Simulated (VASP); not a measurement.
The system is NaI.

```xyz
2
Lattice="0.0000 3.6555 3.3264 3.6555 0.0000 3.3264 3.6555 3.6555 0.0000" Properties=species:S:1:pos:R:3 pbc="T T T"
Na    0.0000    0.0000    0.0000
I     1.8278    1.8278    1.6632
```

This cell differs from its parent crystal: epitaxial xy strain +3.2%.

Base run:

| Quantity | Value |
| --- | --- |
| Program | VASP 6.6.1 |
| Functional | PBE |
| Potentials or basis | VASP PAW PBE potentials, release 64 (Na_pv, I) |
| Cutoff | 520 eV |
| k mesh | 6 × 6 × 6 |
| Occupations | fermi-dirac, width 0.02 eV |
| Spin | no spin polarisation |

Its results: band gap on the k mesh 3.75 eV; pressure 0.3 GPa.

Task: The run is repeated on the same cell with these changes: functional from PBE to r2SCAN; occupations from fermi-dirac, width 0.02 eV to gaussian, width 0.01 eV. What comes out?

Result: Band gap on the k mesh 4.35 eV; pressure -0.1 GPa.

Caveats: spin-orbit coupling is left out, which moves the levels of the heavy elements; the PAW data sets were made with another functional, which shifts forces and pressure a little (at least some runs).

